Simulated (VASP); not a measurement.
# GdO: relaxation of cell and atoms with PBE

GdO:

```
Gd O
1.0
     3.27503    0.00000    0.00000
    -1.63752    2.83626    0.00000
     0.00000    0.00000    3.18839
Gd O
1 1
Direct
  0.66667 0.33333 0.50000
  0.00000 0.00000 0.00000
```

```yaml
Program: VASP 6.6.1
Task: relaxation of cell and atoms
Functional: PBE
Potentials_or_basis: VASP PAW PBE potentials, release 64 (Gd, O)
Cutoff: 600 eV
k_mesh: 6 × 6 × 6
Occupations: gaussian, width 0.1 eV
Spin: collinear spin, ferromagnetic start
Starting_moments: "[7.0, 0.0] μB"
Dipole_correction: no
Further_INCAR_settings: ALGO = Normal; EDIFF = 1e-07; IBRION = 2; EDIFFG = -0.04; NSW = 90; ISIF = 3
```

```yaml
Relaxed_volume: 15.37 Å³/atom
Relaxed_cell: a = 3.332 Å, b = 3.332 Å, c = 3.198 Å, α = 90.00°, β = 90.00°, γ = 120.00°
Space_group_after_relaxing_to_0.05_Å: P-6m2 (No. 187)
Energy_gained_by_relaxing: 8.9 meV/atom
Ionic_steps: 4
Pressure_after_relaxing: -0.1 GPa
Net_moment: 7.57 μB per cell
Site_moments: Gd +6.99; O -0.02 μB
Valence_electrons_inside_the_program's_atomic_spheres: Gd 15.30; O 4.97
```

Stress tensor (GPa, compression positive):
```
-0.02  0.00  0.00
 0.00 -0.02  0.00
 0.00  0.00 -0.12
```

Step by step:
| step | energy change (eV) | largest force (eV/Å) | pressure (GPa) | volume (Å³) |
| --- | --- | --- | --- | --- |
| 1 | 0.0000 | 0.0000 | 4.45 | 29.62 |
| 2 | -0.0128 | 0.0000 | -2.32 | 31.41 |
| 3 | -0.0172 | 0.0000 | -0.18 | 30.79 |
| 4 | -0.0178 | 0.0000 | -0.05 | 30.75 |

Final structure:
```
Gd O
1.0
     3.33201    0.00000    0.00000
    -1.66601    2.88561    0.00000
     0.00000    0.00000    3.19772
Gd O
1 1
Direct
  0.66667 0.33333 0.50000
  0.00000 0.00000 0.00000
```

Levels at points of the mesh, in eV from the Fermi level:
Spin up:
```tsv
k point	band 12	band 13	band 14	band 15	band 16	band 17	band 18	band 19	band 20
(0.00, 0.00, 0.00)	-4.73	-4.45	-4.45	-3.61	-2.48	-0.27	2.92	2.92	5.57
(0.50, 0.00, 0.00)	-4.77	-4.76	-4.36	-3.75	-1.82	2.55	4.63	4.68	5.57
(0.00, 0.00, 0.50)	-4.77	-4.73	-3.90	-3.90	1.21	1.37	1.37	3.65	3.65
(0.50, 0.00, 0.50)	-4.77	-4.74	-4.71	-4.70	0.11	2.21	5.43	6.35	7.18
```
Spin down:
```csv
k point,band 5,band 6,band 7,band 8,band 9,band 10,band 11,band 12
"(0.00, 0.00, 0.00)",-19.59,-4.69,-4.69,-4.10,-0.91,-0.23,0.48,0.48
"(0.50, 0.00, 0.00)",-18.07,-6.25,-5.04,-4.31,-0.43,0.32,0.37,0.55
"(0.00, 0.00, 0.50)",-17.51,-6.68,-4.68,-4.68,0.09,0.27,0.65,0.65
"(0.50, 0.00, 0.50)",-19.07,-5.64,-5.34,-5.34,0.32,0.43,0.44,0.48
```

It took 9.5 min on 1 thread of AMD EPYC 7R13, with other jobs on the host, peak memory 0.18 GiB.

Caveat: the k points lie up to 0.36 Å⁻¹ apart in the final cell; spin-orbit coupling is left out, which moves the levels of the heavy elements; a cell with one magnetic atom can't hold antiferromagnetic order, which such compounds often take; without U or exact exchange the open f shell lies at the Fermi level, which spoils levels, moments and volumes. The state reached can hang on the start; a lower one may exist.
